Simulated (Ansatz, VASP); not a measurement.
**Two plane-wave programs on SiW6**

The input INCAR:

```
SYSTEM = SiW6
  PREC = Accurate
  ENCUT = 520
  EDIFF = 1E-6
  ISMEAR = 0
  SIGMA = 0.1
  LREAL = .False.
  LASPH = .True.
  NELM = 100
  ALGO = Normal
  ISIF = 2
  LWAVE = .False.
  LCHARG = .False.
  LDIPOL = .True.
  IDIPOL = 3
  DIPOL = 0.5 0.5 0.316
  GGA = PE
  IVDW = 12
  NBANDS = 53
```

Contents of KPOINTS:

```
regular mesh
0
Gamma
  6 6 1
  0 0 0
```

File POSCAR:

```
SiW6
1.0
    4.4682526324      0.0000000000      0.0000000000
   -2.2341263162      3.8696202902      0.0000000000
    0.0000000000      0.0000000000     21.7259061349
W Si
6 1
Direct
    0.6666666667      0.3333333333      0.1841119986
    0.3333333333      0.6666666667      0.2260931360
    0.0000000000      0.0000000000      0.2680742733
    0.6666666667      0.3333333333      0.3070897866
    0.3333333333      0.6666666667      0.3466976876
    0.0000000000      0.0000000000      0.3832248047
    0.3333333333      0.6666666667      0.4982948038
```

Input for Ansatz:

```yaml
crystal:
  lattice:
    - [4.4682526324, 0.0, 0.0]
    - [-2.2341263162, 3.8696202902, 0.0]
    - [0.0, 0.0, 21.7259061349]
  atoms:
    - { symbol: W, position: [0.6666666667, 0.3333333333, 0.1841119986] }
    - { symbol: W, position: [0.3333333333, 0.6666666667, 0.226093136] }
    - { symbol: W, position: [0.0, 0.0, 0.2680742733] }
    - { symbol: W, position: [0.6666666667, 0.3333333333, 0.3070897866] }
    - { symbol: W, position: [0.3333333333, 0.6666666667, 0.3466976876] }
    - { symbol: W, position: [0.0, 0.0, 0.3832248047] }
    - { symbol: Si, position: [0.3333333333, 0.6666666667, 0.4982948038] }
basis:
  ecutwfc: 420
kpoints:
  mp_grid: { grid: [6, 6, 1] }
hamiltonian:
  xc: pbe
  pseudopotentials: { kind: paw, azcp: { folder: soft_1 } }
  dispersion: d3bj
scf:
  occupations: { method: gaussian, width: 0.1 }
output:
  forces: true
  eigenvalues: true
efield:
  axis: 3
  dipole_correction: true
  ramp_width: 0.04
```

Alike in both runs: task single point; functional PBE; dispersion D3(BJ); k mesh 6 × 6 × 1; occupations gaussian, width 0.1 eV; no spin polarisation.

|  | VASP | Ansatz |
| --- | --- | --- |
| version | VASP 6.6.1 | Ansatz 0.2.0 |
| potentials or method | VASP PAW PBE potentials, release 64 (W_sv, Si), cutoff 520 eV | scalar-relativistic, plane waves, PAW |
| valence electrons in the cell | 88 | 88 |

|  | VASP | Ansatz | Ansatz less VASP |
| --- | --- | --- | --- |
| gap on the k mesh at the Fermi level (eV) | none | none | - |
| rms of the force components (eV/Å) | 0.866 | 0.857 | -0.0081 |

Atom by atom the forces differ by 0.022 eV/Å (rms over components). A gap of «none» marks a metal or a gap that the smearing closes. Ansatz's warnings: dispersion switch in reach.

Neither program's run includes spin-orbit coupling.
